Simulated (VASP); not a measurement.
A run of VASP 6.6.1 is set up as follows.

The input INCAR:

```
PREC = Accurate
ENCUT = 520
EDIFF = 1E-8
ISMEAR = 0
SIGMA = 0.01
LREAL = F
LASPH = T
NELM = 100
ALGO = Normal
ISIF = 2
LWAVE = F
LCHARG = F
GGA = PS
LEPSILON = T
```

Contents of KPOINTS:

```
regular mesh
0
Gamma
  9 9 9
```

File POSCAR:

```
ZnS
1.0
    0.0000000000      2.7020000000      2.7020000000
    2.7020000000      0.0000000000      2.7020000000
    2.7020000000      2.7020000000      0.0000000000
Zn S
1 1
Direct
    0.7500000000      0.7500000000      0.7500000000
    0.0000000000      0.0000000000      0.0000000000
```

Potentials or basis: VASP PAW PBE potentials, release 64 (Zn, S).

Command:

```console
$ cat potpaw_PBE.64/Zn/POTCAR potpaw_PBE.64/S/POTCAR > POTCAR
$ mpirun -np 1 vasp_std > vasp.out
```

Predict the electronic dielectric tensor (diagonal).

6.14.

Predict the Born charges (mean of the diagonal).

Zn +2.00; S -2.00 e.

What does it give for the band gap on the k mesh?

1.98 eV, direct.

Born effective charge tensors (e):
atom 1, Zn
```
2.00 0.00 0.00
0.00 2.00 0.00
0.00 0.00 2.00
```
atom 2, S
```
-2.00  0.00  0.00
 0.00 -2.00  0.00
 0.00  0.00 -2.00
```
